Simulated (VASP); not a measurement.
# Os (Fm-3m) in VASP: notebook

The runs below take Os through single point, with LDA.

All numbers are computed with VASP 6.6.1; they aren't measurements. Logs are shortened: lines on timing, memory, paths and dates and some standing lists are left out, and cuts for length are marked.

## (1) The cell of the first run

It takes space group Fm-3m (No. 225, cubic). The conventional cell has a = 3.728 Å, b = 3.728 Å, c = 3.728 Å, α = 90.00°, β = 90.00°, γ = 90.00°. Within 3.5 Å of Os (site symmetry m-3m) lie 12 Os at 2.64 Å.

This isn't the form of Os at room conditions, which is hcp.

## (2) Single point, LDA

Input file INCAR:

```
SYSTEM = Os
PREC = Accurate
ENCUT = 600
EDIFF = 1E-6
ISMEAR = 0
SIGMA = 0.05
LREAL = .False.
LASPH = .True.
NELM = 120
ALGO = Normal
ISIF = 2
LWAVE = .False.
LCHARG = .False.
GGA = CA
NBANDS = 10
GGA_COMPAT = .False.
```

Input file KPOINTS:

```
regular mesh
0
Gamma
  21 21 21
  0 0 0
```

Input file POSCAR:

```
Os
1.0
    0.0000000000      1.8639775180      1.8639775180
    1.8639775180      0.0000000000      1.8639775180
    1.8639775180      1.8639775180      0.0000000000
Os
1
Direct
    0.0000000000      0.0000000000      0.0000000000
```

Potentials or basis: VASP PAW LDA potentials, release 64 (Os).

The run is started by

```bash
> cat potpaw_LDA.64/Os/POTCAR > POTCAR
> mpirun -np 1 vasp_std > vasp.out
```

OUTCAR:

```text
SYSTEM = Os
   PREC = Accurate
   ENCUT = 600
   EDIFF = 1E-6
   ISMEAR = 0
   LREAL = .False.
   LASPH = .True.
   NELM = 120
   ISIF = 2
   GGA = CA

 ion  position               nearest neighbor table
   1  0.000  0.000  0.000-

  LATTYP: Found a face centered cubic cell.
 ALAT       =     3.7279550360

  Lattice vectors:

 A1 = (   0.0000000000,   1.8639775180,   1.8639775180)
 A2 = (   1.8639775180,   0.0000000000,   1.8639775180)
 A3 = (   1.8639775180,   1.8639775180,   0.0000000000)

Analysis of symmetry for initial positions (statically):
=====================================================================
 Subroutine PRICEL returns:
 Original cell was already a primitive cell.

 Routine SETGRP: Setting up the symmetry group for a
 face centered cubic supercell.

 Subroutine GETGRP returns: Found 48 space group operations
 (whereof 48 operations were pure point group operations)
 out of a pool of 48 trial point group operations.

The static configuration has the point symmetry O_h .

Analysis of symmetry for dynamics (positions and initial velocities):
=====================================================================
 Subroutine PRICEL returns:
 Original cell was already a primitive cell.

 Routine SETGRP: Setting up the symmetry group for a
 face centered cubic supercell.

 Subroutine GETGRP returns: Found 48 space group operations
 (whereof 48 operations were pure point group operations)
 out of a pool of 48 trial point group operations.

The dynamic configuration has the point symmetry O_h .

 Subroutine INISYM returns: Found 48 space group operations
 (whereof 48 operations are pure point group operations),
 and found     1 'primitive' translations

----------------------------------------------------------------------------------------

                                     Primitive cell

  volume of cell :      12.9525

  direct lattice vectors                    reciprocal lattice vectors
     0.000000000  1.863977518  1.863977518    -0.268243579  0.268243579  0.268243579
     1.863977518  0.000000000  1.863977518     0.268243579 -0.268243579  0.268243579
     1.863977518  1.863977518  0.000000000     0.268243579  0.268243579 -0.268243579

  length of vectors
     2.636062286  2.636062286  2.636062286     0.464611507  0.464611507  0.464611507

  position of ions in fractional coordinates (direct lattice)
     0.000000000  0.000000000  0.000000000

  ion indices of the primitive-cell ions
   primitive index   ion index
                 1           1

----------------------------------------------------------------------------------------

 KPOINTS: regular mesh

Automatic generation of k-mesh.
 Grid dimensions read from file:
 generate k-points for:   21   21   21

 Generating k-lattice:

  Cartesian coordinates                     Fractional coordinates (reciprocal lattice)
    -0.012773504  0.012773504  0.012773504     0.047619048  0.000000000  0.000000000
     0.012773504 -0.012773504  0.012773504     0.000000000  0.047619048  0.000000000
     0.012773504  0.012773504 -0.012773504     0.000000000  0.000000000  0.047619048

  Length of vectors
     0.022124357  0.022124357  0.022124357

  Shift w.r.t. Gamma in fractional coordinates (k-lattice)
     0.000000000  0.000000000  0.000000000

 Subroutine IBZKPT returns following result:
 ===========================================

 Found    286 irreducible k-points:

 Following reciprocal coordinates:
            Coordinates               Weight
  0.000000  0.000000  0.000000      1.000000
  0.047619  0.000000  0.000000      8.000000
  0.095238  0.000000  0.000000      8.000000
  0.142857  0.000000  0.000000      8.000000
  0.190476  0.000000  0.000000      8.000000
  0.238095  0.000000  0.000000      8.000000
[... 16 lines left out ...]
 -0.428571  0.047619  0.000000     24.000000
 -0.380952  0.047619  0.000000     24.000000
 [... further k-points ...]
   k-points           NKPTS =    286   k-points in BZ     NKDIM =    286   number of bands    NBANDS=     10
   number of dos      NEDOS =    301   number of ions     NIONS =      1
   total plane-waves  NPLWV =  13824
   dimension x,y,z NGX =    24 NGY =   24 NGZ =   24
   dimension x,y,z NGXF=    48 NGYF=   48 NGZF=   48
   ions per type =               1
   NGX,Y,Z   is equivalent  to a cutoff of  15.14, 15.14, 15.14 a.u.
   NGXF,Y,Z  is equivalent  to a cutoff of  30.27, 30.27, 30.27 a.u.
 SYSTEM =  Os
   PREC   = accura    normal or accurate (medium, high low for compatibility)
   ISTART =      0    job   : 0-new  1-cont  2-samecut
   ICHARG =      2    charge: 1-file 2-atom 10-const
   ISPIN  =      1    spin polarized calculation?
   LNONCOLLINEAR =      F non collinear calculations
   LSORBIT =      F    spin-orbit coupling
   LASPH  =      T    aspherical Exc in radial PAW
   ENCUT  =  600.0 eV  44.10 Ry    6.64 a.u.   5.26  5.26  5.26*2*pi/ulx,y,z
   NELM   =    120;   NELMIN=  2; NELMDL= -5     # of ELM steps
   EDIFF  = 0.1E-05   stopping-criterion for ELM
   LREAL  =      F    real-space projection
   EDIFFG = 0.1E-04   stopping-criterion for IOM
   NSW    =      0    number of steps for IOM
   IBRION =     -1    ionic relax: 0-MD 1-quasi-New 2-CG
   NFREE  =      0    steps in history (QN), initial steepest desc. (CG)
   ISIF   =      2    stress and relaxation
   ISYM   =      2    0-nonsym 1-usesym 2-fastsym
   POTIM  = 0.5000    time-step for ionic-motion
   TEBEG  =    0.0;   TEEND  =   0.0 temperature during run
   PSTRESS=    0.0 pullay stress
   NELECT =       8.0000    total number of electrons
   NUPDOWN=      -1.0000    fix difference up-down
   EMIN   =  10.00;   EMAX   =-10.00  energy-range for DOS
   EFERMI =   0.00;   METHOD = LEGACY
   ISMEAR =     0;   SIGMA  =   0.05  broadening in eV -4-tet -1-fermi 0-gaus
   EFERMI_NEDOS =   21; number of points for ismear=-14 and -15
   IALGO  =     38    algorithm
   IMIX   =      4    mixing-type and parameters
     AMIX     =   0.40;   BMIX     =  1.00
     AMIX_MAG =   1.60;   BMIX_MAG =  1.00
  volume/ion in A,a.u.               =      12.95        87.41
  Fermi-wavevector in a.u.,A,eV,Ry     =   1.394186  2.634630 26.446400  1.943756
  Thomas-Fermi vector in A             =   2.517760
   LORBIT       =      0    0 simple, 1 ext, 2 COOP (PROOUT), +10 PAW based schemes
   GGA     = CA    functional components
   LHFCALC =     F    Hartree Fock is set to
   AEXX    =    0.0000 exact exchange contribution
   IVDW    =     0    specifies the selected vdW correction
   LEPSILON=     F    determine dielectric tensor
   LRPA    =     F    only Hartree local field effects (RPA)
 non-spin polarized calculation
 Gauss-broadening in eV      SIGMA  =   0.05
  energy-cutoff  :      600.00
  volume of cell :       12.95
 maximum number of plane-waves:       445
 NGX is ok and might be reduce to    24
   NGX = 11   NGY = 11   NGZ = 11

 number of electron       8.0000000 magnetization

 Free energy of the ion-electron system (eV)
  ---------------------------------------------------
  ext. energy  EPLUGINS =         0.00000000
  ---------------------------------------------------
  free energy    TOTEN  =       -12.43367814 eV

  energy without entropy =      -12.43290259  energy(sigma->0) =      -12.43329037

 E-fermi :  10.4544     XC(G=0): -14.6157

 val. band max:       10.4379652100   @ k =  -0.4762   0.3333   0.1429
 cond. band min:      10.4585687191   @ k =   0.3333   0.2857   0.0476
 fundamental gap:      0.0206035090
 Fermi energy:        10.4544334715

 k-point     1 :       0.0000    0.0000    0.0000
  band No.  band energies     occupation
      1      -0.9498      2.00000
      2       7.1112      2.00000
      3       7.1112      2.00000
      4       7.1112      2.00000
      5      10.5585      0.00324
      6      10.5585      0.00324
      7      24.7443      0.00000
      8      30.9908      0.00000
      9      30.9908      0.00000
     10      30.9908      0.00000

 k-point     2 :       0.0476    0.0000    0.0000
  band No.  band energies     occupation
      1      -0.8326      2.00000
      2       7.0371      2.00000
      3       7.1661      2.00000
      4       7.1661      2.00000
      5      10.5151      0.08629
      6      10.5151      0.08629
      7      24.9684      0.00000
      8      30.3871      0.00000
      9      31.2025      0.00000
     10      31.2025      0.00000

 k-point     3 :       0.0952    0.0000    0.0000
  band No.  band energies     occupation
      1      -0.4917      2.00000
      2       6.8403      2.00000
      3       7.3159      2.00000
      4       7.3159      2.00000
      5      10.4090      1.80083
      6      10.4090      1.80083
      7      25.5980      0.00000
      8      29.1759      0.00000
      9      31.8240      0.00000
     10      31.8240      0.00000

 k-point     4 :       0.1429    0.0000    0.0000
  band No.  band energies     occupation
      1       0.0379      2.00000
      2       6.5920      2.00000
      3       7.5094      2.00000
      4       7.5094      2.00000
      5      10.3144      1.99993
      6      10.3144      1.99993
      7      26.4221      0.00000
      8      28.0163      0.00000
      9      32.8176      0.00000
     10      32.8176      0.00000
[... 222 lines left out ...]
 k-point    22 :      -0.4762    0.0476    0.0000
  band No.  band energies     occupation
      1       2.1860      2.00000
      2       6.8160      2.00000
      3       7.0133      2.00000
      4      10.0493      2.00000
      5      13.2355      0.00000
      6      13.7364      0.00000
      7      20.5408      0.00000
      8      24.5394      0.00000
      9      31.5630      0.00000
     10      31.7610      0.00000

 k-point    23 :      -0.4286    0.0476    0.0000
  band No.  band energies     occupation
      1       2.2055      2.00000
      2       6.8842      2.00000
      3       7.0502      2.00000
      4       9.6171      2.00000
      5      12.8746      0.00000
      6      13.6118      0.00000
      7      21.0612      0.00000
      8      24.8422      0.00000
      9      31.7141      0.00000
     10      32.4681      0.00000

 k-point    24 :      -0.3810    0.0476    0.0000
  band No.  band energies     occupation
      1       2.2329      2.00000
      2       7.0244      2.00000
      3       7.1617      2.00000
      4       8.7154      2.00000
      5      12.2856      0.00000
      6      13.1786      0.00000
      7      22.0354      0.00000
      8      25.6510      0.00000
      9      32.4594      0.00000
     10      33.7482      0.00000

 [... further k-points ...]
[... 5 lines left out ...]
  --------------------------------------------------------------------------------------
  -------------------------------------------------------------------------------------
  Total        2.6021110      2.6021110      2.6021110     -0.0000000      0.0000000      0.0000000
  in kB      321.8728831    321.8728831    321.8728831     -0.0000000      0.0000000      0.0000000
  external PRESSURE =     321.8728831 kB  Pullay stress =       0.0000000 kB

 VOLUME and BASIS-vectors are now :
 -----------------------------------------------------------------------------
  energy-cutoff  :      600.00
  volume of cell :       12.95
      direct lattice vectors                 reciprocal lattice vectors
     0.000000000  1.863977518  1.863977518    -0.268243579  0.268243579  0.268243579
     1.863977518  0.000000000  1.863977518     0.268243579 -0.268243579  0.268243579
     1.863977518  1.863977518  0.000000000     0.268243579  0.268243579 -0.268243579

 POSITION                                       TOTAL-FORCE (eV/Angst)
 -----------------------------------------------------------------------------------
      0.00000      0.00000      0.00000         0.000000      0.000000     -0.000000
 -----------------------------------------------------------------------------------
    total drift:                               -0.000000      0.000000      0.000000

  FREE ENERGIE OF THE ION-ELECTRON SYSTEM (eV)
  ---------------------------------------------------
  free  energy   TOTEN  =       -12.4336781435 eV

  energy  without entropy=      -12.4329025933  energy(sigma->0) =      -12.43329037
```

Wall time 22 s (1 thread of AMD EPYC 9R45 (Zen 5), shared host); peak memory 0.14 GiB.

What came out:

```yaml
Free_energy: -12.4337 eV
Pressure: 32.2 GPa
Band_gap_on_the_k_mesh: zero (bands 4 and 5 overlap by 4.65 eV)
```

Levels at points of the mesh, in eV from the Fermi level:
```tsv
k point	band 2	band 3	band 4	band 5	band 6	band 7
(0.00, 0.00, 0.00)	-3.34	-3.34	-3.34	0.10	0.10	14.29
```

Caveat: the cell stands under pressure; spin-orbit coupling is left out, which moves the levels of the heavy elements.

## (3) Single point, LDA

This run uses another cell than the first one, of 13.19 Å³/atom.

Edit INCAR of step 2 so:

```diff
@@ -13,3 +13,2 @@
 LCHARG = .False.
-GGA = CA
 NBANDS = 10
```

KPOINTS is that of step 2.

Input file POSCAR:

```
Os
1.0
    0.0000000000      1.8751940758      1.8751940758
    1.8751940758      0.0000000000      1.8751940758
    1.8751940758      1.8751940758      0.0000000000
Os
1
Direct
    0.0000000000      0.0000000000      0.0000000000
```

Potentials or basis: VASP PAW LDA potentials, release 64 (Os).

The run is started by

```bash
> cat potpaw_LDA.64/Os/POTCAR > POTCAR
> mpirun -np 1 vasp_std > vasp.out
```

Wall time 24 s (1 thread of AMD EPYC 9R45 (Zen 5), shared host); peak memory 0.14 GiB.

Results (log left out):

| Quantity | Value |
| --- | --- |
| Free energy | -12.4734 eV |
| Pressure | 21.9 GPa |
| Band gap on the k mesh | zero (bands 4 and 5 overlap by 4.52 eV) |

Levels at points of the mesh, in eV from the Fermi level:
| k point | band 1 | band 2 | band 3 | band 4 | band 5 | band 6 | band 7 | band 8 | band 9 |
| --- | --- | --- | --- | --- | --- | --- | --- | --- | --- |
| (0.00, 0.00, 0.00) | -11.24 | -3.26 | -3.26 | -3.26 | 0.10 | 0.10 | 14.31 | 20.44 | 20.44 |

Caveat: the cell stands under pressure; spin-orbit coupling is left out, which moves the levels of the heavy elements.

(Part 1 of 2 ends here.)
